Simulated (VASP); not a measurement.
# HfH2 (I4/mmm) in VASP: relaxation of cell and atoms with LDA

Aim: the relaxation of cell and atoms of HfH2 with LDA.

Everything below comes from runs of VASP 6.6.1. Logs are shortened: lines on timing, memory, paths and dates and some standing lists are left out, and cuts for length are marked.

**1. The cell of the first run**

The structure is tetragonal, space group I4/mmm (No. 139). Conventional cell: a = 3.443 Å, b = 3.443 Å, c = 4.193 Å, α = 90.00°, β = 90.00°, γ = 90.00°. Within 2.7 Å of Hf (site symmetry 4/mmm) lie 8 H at 2.02 Å. Within 2.7 Å of H (site symmetry -4m2) lie 4 Hf at 2.02 Å and 6 H at 2.10 to 2.43 Å.

**2. Relaxation of cell and atoms, LDA**

Input file INCAR:

```
  PREC = Accurate
  ENCUT = 600
  EDIFF = 1E-6
  ISMEAR = -1
  SIGMA = 0.15
  LREAL = F
  LASPH = T
  NELM = 60
  ALGO = Normal
  ISIF = 3
  LWAVE = F
  LCHARG = F
  GGA = CA
  IBRION = 2
  NSW = 80
  EDIFFG = -0.001
```

Input file KPOINTS:

```
Automatic mesh
0
Gamma
  18 18 18
```

Input file POSCAR:

```
HfH2
1.0
   -1.7213071952      1.7213071952      2.0965685004
    1.7213071952     -1.7213071952      2.0965685004
    1.7213071952      1.7213071952     -2.0965685004
Hf H
1 2
Direct
    0.0000000000      0.0000000000      0.0000000000
    0.7500000000      0.2500000000      0.5000000000
    0.2500000000      0.7500000000      0.5000000000
```

Potentials or basis: VASP PAW LDA potentials, release 64 (Hf_pv, H).

On the command line:

```bash
$ cat potpaw_LDA.64/Hf_pv/POTCAR potpaw_LDA.64/H/POTCAR > POTCAR
$ mpirun -np 1 vasp_std > vasp.out
```

OUTCAR:

```text
PREC = Accurate
   ENCUT = 600
   EDIFF = 1E-6
   ISMEAR = -1
   LREAL = F
   LASPH = T
   NELM = 60
   ISIF = 3
   GGA = CA
   IBRION = 2
   NSW = 80
   EDIFFG = -0.001

 ion  position               nearest neighbor table
   1  0.000  0.000  0.000-   2 2.02   3 2.02   2 2.02   3 2.02   2 2.02   3 2.02   2 2.02   3 2.02

   2  0.750  0.250  0.500-   1 2.02   1 2.02   1 2.02   1 2.02
   3  0.250  0.750  0.500-   1 2.02   1 2.02   1 2.02   1 2.02

  LATTYP: Found a body centered tetragonal cell.
 ALAT       =     3.4426143904
 C/A-ratio  =     1.2180094908

  Lattice vectors:

 A1 = (  -1.7213071952,   1.7213071952,   2.0965685004)
 A2 = (   1.7213071952,  -1.7213071952,   2.0965685004)
 A3 = (   1.7213071952,   1.7213071952,  -2.0965685004)

Analysis of symmetry for initial positions (statically):
=====================================================================
 Subroutine PRICEL returns:
 Original cell was already a primitive cell.

 Routine SETGRP: Setting up the symmetry group for a
 body centered tetragonal supercell.

 Subroutine GETGRP returns: Found 16 space group operations
 (whereof 16 operations were pure point group operations)
 out of a pool of 16 trial point group operations.

The static configuration has the point symmetry D_4h.

Analysis of symmetry for dynamics (positions and initial velocities):
=====================================================================
 Subroutine PRICEL returns:
 Original cell was already a primitive cell.

 Routine SETGRP: Setting up the symmetry group for a
 body centered tetragonal supercell.

 Subroutine GETGRP returns: Found 16 space group operations
 (whereof 16 operations were pure point group operations)
 out of a pool of 16 trial point group operations.

The dynamic configuration has the point symmetry D_4h.

 Subroutine INISYM returns: Found 16 space group operations
 (whereof 16 operations are pure point group operations),
 and found     1 'primitive' translations

----------------------------------------------------------------------------------------

                                     Primitive cell

  volume of cell :      24.8477

  direct lattice vectors                    reciprocal lattice vectors
    -1.721307195  1.721307195  2.096568500     0.000000000  0.290476913  0.238484934
     1.721307195 -1.721307195  2.096568500     0.290476913  0.000000000  0.238484934
     1.721307195  1.721307195 -2.096568500     0.290476913  0.290476913  0.000000000

  length of vectors
     3.212693013  3.212693013  3.212693013     0.375834938  0.375834938  0.410796390

  position of ions in fractional coordinates (direct lattice)
     0.000000000  0.000000000  0.000000000
     0.750000000  0.250000000  0.500000000
     0.250000000  0.750000000  0.500000000

  ion indices of the primitive-cell ions
   primitive index   ion index
                 1           1
                 2           2
                 3           3

----------------------------------------------------------------------------------------

 KPOINTS: Automatic mesh

Automatic generation of k-mesh.
 Grid dimensions read from file:
 generate k-points for:   18   18   18

 Generating k-lattice:

  Cartesian coordinates                     Fractional coordinates (reciprocal lattice)
     0.000000000  0.016137606  0.013249163     0.055555556 -0.000000000  0.000000000
     0.016137606  0.000000000  0.013249163    -0.000000000  0.055555556  0.000000000
     0.016137606  0.016137606  0.000000000     0.000000000  0.000000000  0.055555556

  Length of vectors
     0.020879719  0.020879719  0.022822022

  Shift w.r.t. Gamma in fractional coordinates (k-lattice)
     0.000000000  0.000000000  0.000000000

 Subroutine IBZKPT returns following result:
 ===========================================

 Found    480 irreducible k-points:

 Following reciprocal coordinates:
            Coordinates               Weight
  0.000000  0.000000  0.000000      1.000000
  0.055556  0.000000 -0.000000      8.000000
  0.111111  0.000000 -0.000000      8.000000
  0.166667  0.000000 -0.000000      8.000000
  0.222222  0.000000 -0.000000      8.000000
  0.277778  0.000000  0.000000      8.000000
[... 16 lines left out ...]
 -0.277778  0.055556  0.000000     16.000000
 -0.222222  0.055556  0.000000     16.000000
 [... further k-points ...]
   k-points           NKPTS =    480   k-points in BZ     NKDIM =    480   number of bands    NBANDS=     10
   number of dos      NEDOS =    301   number of ions     NIONS =      3
   total plane-waves  NPLWV =  21952
   dimension x,y,z NGX =    28 NGY =   28 NGZ =   28
   dimension x,y,z NGXF=    56 NGYF=   56 NGZF=   56
   ions per type =               1   2
   NGX,Y,Z   is equivalent  to a cutoff of  14.49, 14.49, 14.49 a.u.
   NGXF,Y,Z  is equivalent  to a cutoff of  28.98, 28.98, 28.98 a.u.
 SYSTEM =  unknown system
   PREC   = accura    normal or accurate (medium, high low for compatibility)
   ISTART =      0    job   : 0-new  1-cont  2-samecut
   ICHARG =      2    charge: 1-file 2-atom 10-const
   ISPIN  =      1    spin polarized calculation?
   LNONCOLLINEAR =      F non collinear calculations
   LSORBIT =      F    spin-orbit coupling
   LASPH  =      T    aspherical Exc in radial PAW
   ENCUT  =  600.0 eV  44.10 Ry    6.64 a.u.   6.42  6.42  6.42*2*pi/ulx,y,z
   NELM   =     60;   NELMIN=  2; NELMDL= -5     # of ELM steps
   EDIFF  = 0.1E-05   stopping-criterion for ELM
   LREAL  =      F    real-space projection
   EDIFFG = -.1E-02   stopping-criterion for IOM
   NSW    =     80    number of steps for IOM
   IBRION =      2    ionic relax: 0-MD 1-quasi-New 2-CG
   NFREE  =      1    steps in history (QN), initial steepest desc. (CG)
   ISIF   =      3    stress and relaxation
   ISYM   =      2    0-nonsym 1-usesym 2-fastsym
   POTIM  = 0.5000    time-step for ionic-motion
   TEBEG  =    0.0;   TEEND  =   0.0 temperature during run
   PSTRESS=    0.0 pullay stress
   NELECT =      12.0000    total number of electrons
   NUPDOWN=      -1.0000    fix difference up-down
   EMIN   =  10.00;   EMAX   =-10.00  energy-range for DOS
   EFERMI =   0.00;   METHOD = LEGACY
   ISMEAR =    -1;   SIGMA  =   0.15  broadening in eV -4-tet -1-fermi 0-gaus
   EFERMI_NEDOS =   21; number of points for ismear=-14 and -15
   IALGO  =     38    algorithm
   IMIX   =      4    mixing-type and parameters
     AMIX     =   0.40;   BMIX     =  1.00
     AMIX_MAG =   1.60;   BMIX_MAG =  1.00
  volume/ion in A,a.u.               =       8.28        55.89
  Fermi-wavevector in a.u.,A,eV,Ry     =   1.284419  2.427200 22.445961  1.649732
  Thomas-Fermi vector in A             =   2.416614
   LORBIT       =      0    0 simple, 1 ext, 2 COOP (PROOUT), +10 PAW based schemes
   GGA     = CA    functional components
   LHFCALC =     F    Hartree Fock is set to
   AEXX    =    0.0000 exact exchange contribution
   IVDW    =     0    specifies the selected vdW correction
   LEPSILON=     F    determine dielectric tensor
   LRPA    =     F    only Hartree local field effects (RPA)
 conjugate gradient relaxation of ions
 non-spin polarized calculation
  energy-cutoff  :      600.00
  volume of cell :       24.85
 maximum number of plane-waves:       861
 NGX is ok and might be reduce to    28
   NGX = 13   NGY = 13   NGZ = 13

--------------------------------------- Ionic step        1  -------------------------------------------

 number of electron      11.9999999 magnetization

 Free energy of the ion-electron system (eV)
  ---------------------------------------------------
  ext. energy  EPLUGINS =         0.00000000
  ---------------------------------------------------
  free energy    TOTEN  =       -19.51936208 eV

  energy without entropy =      -19.47781344  energy(sigma->0) =      -19.49858776

------------------------ aborting loop because EDIFF is reached ----------------------------------------

  FORCE on cell =-STRESS in cart. coord.  units (eV):
  Direction    XX          YY          ZZ          XY          YZ          ZX
  --------------------------------------------------------------------------------------
  -------------------------------------------------------------------------------------
  Total        0.0003283      0.0003283      0.1116938      0.0000000     -0.0000000      0.0000000
  in kB        0.0211676      0.0211676      7.2020120      0.0000000     -0.0000000      0.0000000
  external PRESSURE =       2.4147824 kB  Pullay stress =       0.0000000 kB
[... 92 lines left out ...]
  FREE ENERGIE OF THE ION-ELECTRON SYSTEM (eV)
  ---------------------------------------------------
  free  energy   TOTEN  =       -19.5195653148 eV

  energy  without entropy=      -19.4772463387  energy(sigma->0) =      -19.49840583

[... ionic steps 4 to 11 ...]

--------------------------------------- Ionic step       12  -------------------------------------------

 number of electron      12.0000000 magnetization

------------------------ aborting loop because EDIFF is reached ----------------------------------------
[... 69 lines left out ...]
--------------------------------------- Ionic step       14  -------------------------------------------

 number of electron      12.0000000 magnetization

 Free energy of the ion-electron system (eV)
  ---------------------------------------------------
  ext. energy  EPLUGINS =         0.00000000
  ---------------------------------------------------
  free energy    TOTEN  =       -19.51981215 eV

  energy without entropy =      -19.47624224  energy(sigma->0) =      -19.49802720

 E-fermi :   5.5970     XC(G=0): -11.8659

 val. band max:        5.5940740452   @ k =  -0.1111   0.1667   0.0556
 cond. band min:       5.6128181682   @ k =  -0.1667  -0.1667   0.1667
 fundamental gap:      0.0187441230
 Fermi energy:         5.5970492250

 k-point     1 :       0.0000    0.0000    0.0000
  band No.  band energies     occupation
      1     -24.9931      2.00000
      2     -24.9931      2.00000
      3     -24.9295      2.00000
      4      -5.8666      2.00000
      5       4.5258      1.99842
      6       5.0801      1.93823
      7       5.0801      1.93823
      8       6.0074      0.12177
      9       7.4241      0.00001
     10       8.9647      0.00000
[... 287 lines left out ...]
 k-point    24 :      -0.2222    0.0556    0.0000
  band No.  band energies     occupation
      1     -25.2395      2.00000
      2     -25.0449      2.00000
      3     -24.9732      2.00000
      4      -4.6967      2.00000
      5       1.3652      2.00000
      6       5.3465      1.68322
      7       6.2427      0.02666
      8       7.2767      0.00003
      9       8.4624      0.00000
     10       9.9435      0.00000

 [... further k-points ...]

------------------------ aborting loop because EDIFF is reached ----------------------------------------

  FORCE on cell =-STRESS in cart. coord.  units (eV):
  Direction    XX          YY          ZZ          XY          YZ          ZX
  --------------------------------------------------------------------------------------
  -------------------------------------------------------------------------------------
  Total       -0.0019713     -0.0019713     -0.0018608      0.0000000     -0.0000000     -0.0000000
  in kB       -0.1268019     -0.1268019     -0.1196945      0.0000000     -0.0000000     -0.0000000
  external PRESSURE =      -0.1244328 kB  Pullay stress =       0.0000000 kB
[... 18 lines left out ...]
  FREE ENERGIE OF THE ION-ELECTRON SYSTEM (eV)
  ---------------------------------------------------
  free  energy   TOTEN  =       -19.5198121549 eV

  energy  without entropy=      -19.4762422437  energy(sigma->0) =      -19.49802720

 reached required accuracy - stopping structural energy minimisation
```

Run time: 4.3 min. Hardware: 1 thread of Intel Xeon 6975P-C (Granite Rapids), shared host; peak memory 0.31 GiB.

Results:

| Quantity | Value |
| --- | --- |
| Free energy | -19.5198 eV |
| Relaxed volume | 8.30 Å³/atom |
| Relaxed cell | a = 3.219 Å, b = 3.219 Å, c = 3.219 Å, α = 115.56°, β = 115.56°, γ = 97.87° |
| Space group after relaxing (to 0.1 Å) | I4/mmm (No. 139) |
| Energy gained by relaxing | 0.2 meV/atom |
| Ionic steps | 14 |
| Pressure after relaxing | 0.0 GPa |
| Band gap on the k mesh | zero (bands 6 and 7 overlap by 1.01 eV) |

The path:
| step | energy change (eV) | largest force (eV/Å) | pressure (GPa) | volume (Å³) |
| --- | --- | --- | --- | --- |
| 1 | 0.0000 | 0.0000 | 0.24 | 24.85 |
| 2 | -0.0001 | 0.0000 | -0.06 | 24.89 |
| 3 | -0.0002 | 0.0000 | -0.32 | 24.94 |
| 4 | -0.0003 | 0.0000 | -0.22 | 24.93 |
| 5 | -0.0004 | 0.0000 | 0.06 | 24.89 |
| 6 | -0.0004 | 0.0000 | 0.07 | 24.89 |
| 7 | -0.0004 | 0.0000 | 0.09 | 24.89 |
| 8 | -0.0004 | 0.0000 | 0.02 | 24.90 |
| 9 | -0.0004 | 0.0000 | 0.02 | 24.90 |
| 10 | -0.0005 | 0.0000 | 0.03 | 24.91 |
| 11 | -0.0004 | 0.0000 | -0.04 | 24.91 |
| 12 | -0.0005 | 0.0000 | -0.05 | 24.91 |
| 13 | -0.0005 | 0.0000 | -0.04 | 24.91 |
| 14 | -0.0005 | 0.0000 | -0.01 | 24.91 |

Final structure:
```xyz
3
Lattice="-1.7161 1.7161 2.1144 1.7161 -1.7161 2.1144 1.7161 1.7161 -2.1144" Properties=species:S:1:pos:R:3 pbc="T T T"
Hf    0.0000    0.0000    0.0000
H     0.0000    1.7161    1.0572
H     1.7161    0.0000    1.0572
```

Levels at points of the mesh, in eV from the Fermi level:
```csv
k point,band 4,band 5,band 6,band 7,band 8,band 9
"(0.00, 0.00, 0.00)",-11.46,-1.07,-0.52,-0.52,0.41,1.83
"(0.50, 0.00, 0.00)",-8.56,-4.99,-0.96,0.70,3.93,4.79
"(0.50, 0.50, 0.00)",-6.72,-5.61,-4.29,4.06,4.31,5.68
"(0.50, 0.50, 0.50)",-8.00,-3.97,-3.95,4.88,4.99,4.99
```

Caveat: spin-orbit coupling is left out, which moves the levels of the heavy elements.
